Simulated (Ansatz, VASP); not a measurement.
## MgS: VASP beside Ansatz

File INCAR:

```
SYSTEM = MgS
PREC = Accurate
ENCUT = 520
EDIFF = 1E-6
ISMEAR = 0
SIGMA = 0.05
LREAL = .False.
LASPH = .True.
NELM = 60
ALGO = Normal
ISIF = 2
LWAVE = .False.
LCHARG = .True.
GGA = PS
LELF = .True.
LVHAR = .True.
NBANDS = 11
```

The input KPOINTS:

```
Automatic mesh
0
Gamma
  8 8 8
  0 0 0
```

POSCAR

```
MgS
1.0
    0.0000000000      2.6914640445      2.8331200468
    2.6914640445      0.0000000000      2.8331200468
    2.6914640445      2.6914640445      0.0000000000
Mg S
1 1
Direct
    0.0000000000      0.0000000000      0.0000000000
    0.7500000000      0.7500000000      0.7500000000
```

Input for Ansatz:

```yaml
crystal:
  lattice:
    - [0.0, 2.6914640445, 2.8331200468]
    - [2.6914640445, 0.0, 2.8331200468]
    - [2.6914640445, 2.6914640445, 0.0]
  atoms:
    - { symbol: Mg, position: [0.0, 0.0, 0.0] }
    - { symbol: S, position: [0.75, 0.75, 0.75] }
basis:
  ecutwfc: 420
kpoints:
  mp_grid: { grid: [8, 8, 8] }
hamiltonian:
  xc: pbesol
scf:
  occupations: { method: gaussian, width: 0.05 }
output:
  forces: true
  stress: true
  eigenvalues: true
```

Change from the starting cell: strain -0.0500 x Voigt [1, 1, 0, 0, 0, 0], atoms carried along.

Alike in both runs: task single point; functional PBEsol; k mesh 8 × 8 × 8; occupations gaussian, width 0.05 eV; no spin polarisation.

```csv
,VASP,Ansatz
version,VASP 6.6.1,Ansatz 0.2.0
potentials or method,"VASP PAW PBE potentials, release 64 (Mg, S), cutoff 520 eV","scalar-relativistic, plane waves, PAW"
valence electrons in the cell,8,16
```

```tsv
	VASP	Ansatz	Ansatz less VASP
gap on the k mesh at the Fermi level (eV)	3.51	3.51	-0.001
least direct gap on the mesh (eV)	3.74	3.73	-0.006
pressure (GPa)	6.5	6.5	+0.04
traceless stress, the component that is largest in VASP (GPa)	-0.54	-0.54	0.000
```

VASP's potentials were made for PBE, not for PBEsol. VASP's potentials hold 8 valence electrons a cell and Ansatz's 16, so a difference there can come from the potentials and not from the codes.
